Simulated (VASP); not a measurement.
Set up this calculation in VASP 6.6.1, as the native input.

- Task: single point
- Functional: LDA
- Potentials or basis: VASP PAW LDA potentials, release 64 (Mg_sv, O)
- Cutoff: 750 eV
- k mesh: 9 × 9 × 6
- Occupations: fermi-dirac, width 0.05 eV
- Spin: no spin polarisation
- Dipole correction: no
- Mended: yes
- Further INCAR settings: ALGO = Normal; EDIFF = 1e-06; NBANDS = 24

The structure of MgO lies in POSCAR:

```
MgO
1.0
    3.3296934990      0.0000000000      0.0000000000
   -1.6648467495      2.8835991569      0.0000000000
    0.0000000000      0.0000000000      5.0158818481
Mg O
2 2
Direct
    0.6666666667      0.3333333333      0.5021597400
    0.3333333333      0.6666666667      0.0021597400
    0.6666666667      0.3333333333      0.9024402600
    0.3333333333      0.6666666667      0.4024402600
```

These files were run (other wordings do the same):

INCAR

```
SYSTEM = MgO
ALGO     = Normal         ! electronic algorithm
EDIFF    = 1E-6           ! SCF threshold, eV
ENCUT    = 750            ! plane-wave cutoff, eV
GGA_COMPAT= .False.      
ISIF     = 2              ! what is computed and relaxed
ISMEAR   = -1             ! smearing method
LASPH    = .True.         ! aspherical terms in the spheres
LCHARG   = .False.        ! write CHGCAR
LREAL    = .False.        ! projectors in reciprocal space
LWAVE    = .False.        ! write WAVECAR
NBANDS   = 24             ! bands
NELM     = 120            ! most SCF steps
PREC     = Accurate       ! precision mode
SIGMA    = 0.05           ! smearing width, eV
```

KPOINTS

```
k-points
0
Gamma
  9 9 6
  0 0 0
```

Potentials or basis: VASP PAW LDA potentials, release 64 (Mg_sv, O).

Run with:

```bash
$ cat potpaw_LDA.64/Mg_sv/POTCAR potpaw_LDA.64/O/POTCAR > POTCAR
$ mpirun -np 1 vasp_std > vasp.out
```

It gave:

| Item | Value |
| --- | --- |
| Pressure | -6.5 GPa |
| Largest force | 0.051 eV/Å |
| Band gap on the k mesh | 3.26 eV |

Caveat: the cell stands under tension; an odd mesh through Γ misses points on the zone boundary, where band edges can lie.

It took 53 s on 1 thread of Intel(R) Xeon(R) Platinum 8488C (Sapphire Rapids) (shared host), peak memory 0.21 GiB.
